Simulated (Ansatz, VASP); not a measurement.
Two plane-wave programs on Sn2PbO3

Contents of INCAR:

```
PREC     = Accurate       # precision mode
ENCUT    = 600            # plane-wave cutoff, eV
EDIFF    = 1E-7           # SCF threshold, eV
ISMEAR   = 0              # smearing method
SIGMA    = 0.1            # smearing width, eV
LREAL    = False          # projectors in reciprocal space
LASPH    = True           # aspherical terms in the spheres
NELM     = 100            # most SCF steps
ALGO     = Normal         # electronic algorithm
ISIF     = 3              # what is computed and relaxed
LWAVE    = False          # write WAVECAR
LCHARG   = False          # write CHGCAR
GGA      = PE             # functional
IBRION   = 2              # ionic algorithm
NSW      = 90             # ionic steps
EDIFFG   = -0.04          # ionic threshold
```

File KPOINTS:

```
Automatic mesh
0
Gamma
  4 4 1
```

Contents of POSCAR:

```
Sn2PbO3
1.0
    3.9034747700      0.0000000000      0.0000000000
    0.0000000000      3.9034747700      0.0000000000
    0.0000000000      0.0000000000     15.0058736700
Sn Pb O
4 2 6
Direct
    0.0000000000      0.5000000000      0.9117912800
    0.0000000000      0.5000000000      0.5784579500
    0.5000000000      0.0000000000      0.0882087200
    0.5000000000      0.0000000000      0.4215420500
    0.0000000000      0.5000000000      0.2451246200
    0.5000000000      0.0000000000      0.7548753800
    0.5000000000      0.5000000000      0.8333333300
    0.5000000000      0.5000000000      0.1666666700
    0.5000000000      0.5000000000      0.5000000000
    0.0000000000      0.0000000000      0.8333333300
    0.0000000000      0.0000000000      0.1666666700
    0.0000000000      0.0000000000      0.5000000000
```

Input for Ansatz:

```yaml
crystal:
  lattice:
    - [3.90347477, 0.0, 0.0]
    - [0.0, 3.90347477, 0.0]
    - [0.0, 0.0, 15.00587367]
  atoms:
    - { symbol: Sn, position: [0.0, 0.5, 0.91179128] }
    - { symbol: Sn, position: [0.0, 0.5, 0.57845795] }
    - { symbol: Sn, position: [0.5, 0.0, 0.08820872] }
    - { symbol: Sn, position: [0.5, 0.0, 0.42154205] }
    - { symbol: Pb, position: [0.0, 0.5, 0.24512462] }
    - { symbol: Pb, position: [0.5, 0.0, 0.75487538] }
    - { symbol: O, position: [0.5, 0.5, 0.83333333] }
    - { symbol: O, position: [0.5, 0.5, 0.16666667] }
    - { symbol: O, position: [0.5, 0.5, 0.5] }
    - { symbol: O, position: [0.0, 0.0, 0.83333333] }
    - { symbol: O, position: [0.0, 0.0, 0.16666667] }
    - { symbol: O, position: [0.0, 0.0, 0.5] }
basis:
  ecutwfc: 420
kpoints:
  mp_grid: { grid: [4, 4, 1] }
hamiltonian:
  xc: pbe
scf:
  occupations: { method: gaussian, width: 0.1 }
  lower_state_search: "off"
output:
  forces: true
  stress: true
  eigenvalues: true
relax:
  adjacent_minimum: "off"
  f_tol: 0.04
  max_steps: 70
  cell: { stress_tol: 0.4 }
```

Alike in both runs: task relaxation of cell and atoms; functional PBE; k mesh 4 × 4 × 1; occupations gaussian, width 0.1 eV; no spin polarisation.

```csv
,VASP,Ansatz
version,VASP 6.6.1,Ansatz 0.2.0
potentials or method,"VASP PAW PBE potentials, release 64 (Sn_d, Pb_d, O), cutoff 600 eV","scalar-relativistic, plane waves, PAW"
valence electrons in the cell,120,120
```

|  | VASP | Ansatz | Ansatz less VASP |
| --- | --- | --- | --- |
| gap on the k mesh at the Fermi level, each at its own relaxed structure (eV) | 0.67 | 0.65 | -0.015 |
| relaxed volume (Å³/atom) | 20.03 | 20.00 | -0.024 |
| relaxed length of the cell vector where the two differ most in proportion (Å) | 15.512 | 15.582 | +0.0706 |

Spin-orbit coupling is off throughout.
